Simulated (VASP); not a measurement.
A run of VASP 6.6.1 is set up as follows.

Contents of INCAR:

```
SYSTEM = P
ALGO = Normal ; EDIFF = 1E-7
EDIFFG = -0.005 ; ENCUT = 600
GGA = CA ; IBRION = 2
ISIF = 3 ; ISMEAR = -1
LASPH = .True. ; LCHARG = .False.
LREAL = .False. ; LWAVE = .False.
NELM = 80 ; NSW = 60
PREC = Accurate ; SIGMA = 0.05
```

File KPOINTS:

```
k-points
0
Gamma
  17 17 17
  0 0 0
```

Contents of POSCAR:

```
P
1.0
   -1.5536162530      1.5536162530      1.5536162530
    1.5536162530     -1.5536162530      1.5536162530
    1.5536162530      1.5536162530     -1.5536162530
P
1
Direct
    0.0000000000      0.0000000000      0.0000000000
```

Potentials or basis: VASP PAW LDA potentials, release 64 (P).

Launch:

```console
$ cat potpaw_LDA.64/P/POTCAR > POTCAR
$ mpirun -np 1 vasp_std > vasp.out
```

**Question.** Predict the space group after relaxing (to 0.05 Å).

**Answer.** Im-3m (No. 229).

**Question.** What does it give for the relaxed volume?

**Answer.** 13.58 Å³/atom.

**Question.** What does it give for the relaxed cell?

**Answer.** a = 2.603 Å, b = 2.603 Å, c = 2.603 Å, α = 109.47°, β = 109.47°, γ = 109.47°.

The path:
| step | energy change (eV) | largest force (eV/Å) | pressure (GPa) | volume (Å³) |
| --- | --- | --- | --- | --- |
| 1 | 0.0000 | 0.0000 | -9.52 | 15.00 |
| 2 | -0.0408 | 0.0000 | 3.76 | 13.15 |
| 3 | -0.0458 | 0.0000 | 0.06 | 13.57 |
| 4 | -0.0457 | 0.0000 | -0.17 | 13.59 |
| 5 | -0.0457 | 0.0000 | -0.17 | 13.59 |
| 6 | -0.0457 | 0.0000 | -0.16 | 13.59 |
| 7 | -0.0457 | 0.0000 | -0.15 | 13.59 |
| 8 | -0.0457 | 0.0000 | -0.15 | 13.59 |
| 9 | -0.0457 | 0.0000 | -0.15 | 13.59 |
| 10 | -0.0457 | 0.0000 | -0.15 | 13.59 |
| 11 | -0.0458 | 0.0000 | -0.15 | 13.59 |
| 12 | -0.0458 | 0.0000 | -0.15 | 13.59 |
| 13 | -0.0458 | 0.0000 | -0.14 | 13.59 |
| 14 | -0.0458 | 0.0000 | -0.12 | 13.59 |
| 15 | -0.0458 | 0.0000 | -0.08 | 13.58 |
| 16 | -0.0458 | 0.0000 | -0.01 | 13.58 |
